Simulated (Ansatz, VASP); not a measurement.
## MgS in VASP and in Ansatz

```
Mg S
1.0
     0.00000    2.54962    2.60165
     2.54962    0.00000    2.60165
     2.54962    2.54962    0.00000
Mg S
1 1
Direct
  0.00000 0.00000 0.00000
  0.50000 0.50000 0.50000
```

Change from the starting cell: equal xx and yy strain of -2 %, crystal datasets.

Alike in both runs: task electric field gradients; functional PBE; k mesh 8 × 8 × 8; occupations fermi-dirac, width 0.01 eV; no spin polarisation.

|  | VASP | Ansatz |
| --- | --- | --- |
| version | VASP 6.6.1 | Ansatz 0.2.0 |
| potentials or method | VASP PAW PBE potentials, release 64 (Mg, S), cutoff 520 eV | all-electron PAW with datasets made for the crystal, scalar-relativistic |

VASP gave:

```
gap on the k mesh at the Fermi level (eV)                     : 2.77
pressure (GPa)                                                : 4.4
traceless stress, the component that is largest in VASP (GPa) : -1.71
size of Vzz on the site where it differs most (V/Å²)          : 2.0
```

Task: Estimate Ansatz's values.

Result: gap on the k mesh at the Fermi level (eV): 2.78; pressure (GPa): 4.7; traceless stress, the component that is largest in VASP (GPa): -1.73; size of Vzz on the site where it differs most (V/Å²): 1.7.

Ansatz ran all-electron here, and VASP with PAW potentials.
